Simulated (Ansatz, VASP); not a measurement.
## CsPbBr3: VASP beside Ansatz

```
CELL_PARAMETERS angstrom
5.87000 0.00000 0.00000
0.00000 5.51780 0.00000
0.00000 0.00000 5.87000
ATOMIC_POSITIONS crystal
Cs 0.00000 0.00000 0.00000
Pb 0.50000 0.50000 0.50000
Br 0.00000 0.50000 0.50000
Br 0.50000 0.00000 0.50000
Br 0.50000 0.50000 0.00000
```

Change from the starting cell: strain -0.0600 x Voigt [0, 1, 0, 0, 0, 0], atoms carried along.

Alike in both runs: task single point; functional PBEsol; k mesh 6 × 6 × 6; occupations gaussian, width 0.05 eV; no spin polarisation.

|  | VASP | Ansatz |
| --- | --- | --- |
| version | VASP 6.6.1 | Ansatz 0.2.0 |
| potentials or method | VASP PAW PBE potentials, release 64 (Cs_sv, Pb_d, Br), cutoff 520 eV | scalar-relativistic, plane waves, PAW |
| valence electrons in the cell | 44 | 44 |

```tsv
	VASP	Ansatz	Ansatz less VASP
gap on the k mesh at the Fermi level (eV)	0.91	0.91	0.000
least direct gap on the mesh (eV)	0.91	0.91	0.000
pressure (GPa)	1.8	1.8	0.00
traceless stress, the component that is largest in VASP (GPa)	2.72	2.72	-0.005
```

VASP's potentials were made for PBE, not for PBEsol.

Neither program's run includes spin-orbit coupling.
